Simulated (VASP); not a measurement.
A run of VASP 6.6.1:

File INCAR:

```
PREC = Accurate
ENCUT = 500
EDIFF = 1E-6
ISMEAR = 0
SIGMA = 0.2
LREAL = False
LASPH = True
NELM = 120
ALGO = Normal
ISIF = 2
LWAVE = False
LCHARG = False
GGA = PE
NBANDS = 75
GGA_COMPAT = False
```

Contents of KPOINTS:

```
Automatic mesh
0
Gamma
  12 12 1
```

The input POSCAR:

```
Ta2Ru3
1.0
    2.7982459770      0.0000000000      0.0000000000
   -1.3991229885      2.4233521022      0.0000000000
    0.0000000000      0.0000000000     23.1003193743
Ta Ru
4 6
Direct
    0.3333333333      0.6666666667      0.0567651552
    0.3333333333      0.6666666667      0.4432348448
    0.6666666667      0.3333333333      0.5567651552
    0.6666666667      0.3333333333      0.9432348448
    0.3333333333      0.6666666667      0.2500000000
    0.3333333333      0.6666666667      0.6595572190
    0.3333333333      0.6666666667      0.8404427810
    0.6666666667      0.3333333333      0.1595572190
    0.6666666667      0.3333333333      0.3404427810
    0.6666666667      0.3333333333      0.7500000000
```

Potentials or basis: VASP PAW PBE potentials, release 64 (Ta_pv, Ru_pv).

Command:

```console
$ cat potpaw_PBE.64/Ta_pv/POTCAR potpaw_PBE.64/Ru_pv/POTCAR > POTCAR
$ mpirun -np 1 vasp_std > vasp.out
```

Hardware: 1 thread of AMD EPYC 7R43 64-Core Processor (Zen 3), on a shared host.

Estimate the wall time of this run.

Run time: 5 min on 1 thread of AMD EPYC 7R43 64-Core Processor (Zen 3) (shared host), peak memory 0.28 GiB. Counts: scf iterations 19, k points 19.
